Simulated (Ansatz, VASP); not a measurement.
GaP: VASP beside Ansatz

The input INCAR:

```
PREC     = Accurate       # precision mode
ENCUT    = 520            # plane-wave cutoff, eV
EDIFF    = 1E-6           # SCF threshold, eV
ISMEAR   = -1             # smearing method
SIGMA    = 0.02           # smearing width, eV
LREAL    = False          # projectors in reciprocal space
LASPH    = True           # aspherical terms in the spheres
NELM     = 60             # most SCF steps
ALGO     = Normal         # electronic algorithm
ISIF     = 2              # what is computed and relaxed
LWAVE    = False          # write WAVECAR
LCHARG   = False          # write CHGCAR
GGA      = PE             # functional
NBANDS   = 16             # bands
```

KPOINTS

```
regular mesh
0
Gamma
  8 8 8
```

The input POSCAR:

```
GaP
1.0
    0.0000000000      2.7253992874      2.8071612660
    2.7253992874      0.0000000000      2.8071612660
    2.7253992874      2.7253992874      0.0000000000
Ga P
1 1
Direct
    0.0000000000      0.0000000000      0.0000000000
    0.2500000000      0.2500000000      0.2500000000
```

Input for Ansatz:

```yaml
crystal:
  lattice:
    - [0.0, 2.7253992874, 2.807161266]
    - [2.7253992874, 0.0, 2.807161266]
    - [2.7253992874, 2.7253992874, 0.0]
  atoms:
    - { symbol: Ga, position: [0.0, 0.0, 0.0] }
    - { symbol: P, position: [0.25, 0.25, 0.25] }
kpoints:
  mp_grid: { grid: [8, 8, 8] }
  band_path:
    path:
      - [0.0, 0.0, 0.0]
      - [-0.5, -0.5, 0.0]
      - [-0.375, -0.375, 0.25]
      - [-0.375, 0.0, 0.375]
      - [0.0, 0.0, 0.5]
      - [-0.5, -0.25, 0.25]
      - [0.0, 0.421875, 0.421875]
    npoints: 1
hamiltonian:
  xc: pbe
scf:
  occupations: { method: fermi_dirac, width: 0.02 }
  n_extra_bands: 4
output:
  forces: true
  stress: true
  eigenvalues: true
  write_density: true
  write_potential: true
  elf: true
  volumetric_format: npy
```

Change from the starting cell: uniaxial_z strain +3.0%.

Alike in both runs: task single point; functional PBE; k mesh 8 × 8 × 8; occupations fermi-dirac, width 0.02 eV; no spin polarisation.

|  | VASP | Ansatz |
| --- | --- | --- |
| version | VASP 6.6.1 | Ansatz 0.2.0 |
| potentials or method | VASP PAW PBE potentials, release 64 (Ga_d, P) | plane waves, PAW |
| plane-wave cutoff (eV) | 520 | 420 |
| valence electrons in the cell | 18 | 18 |

VASP gave:

* gap on the k mesh at the Fermi level (eV): 1.51
* pressure (GPa): 0.0
* traceless stress, the component that is largest in VASP (GPa): -1.52

Task: What did Ansatz give for the same quantities?

Result: gap on the k mesh at the Fermi level (eV): 1.51; pressure (GPa): 0.0; traceless stress, the component that is largest in VASP (GPa): -1.51.

The functional is the same, so the differences come from potentials, cutoffs and numerics.
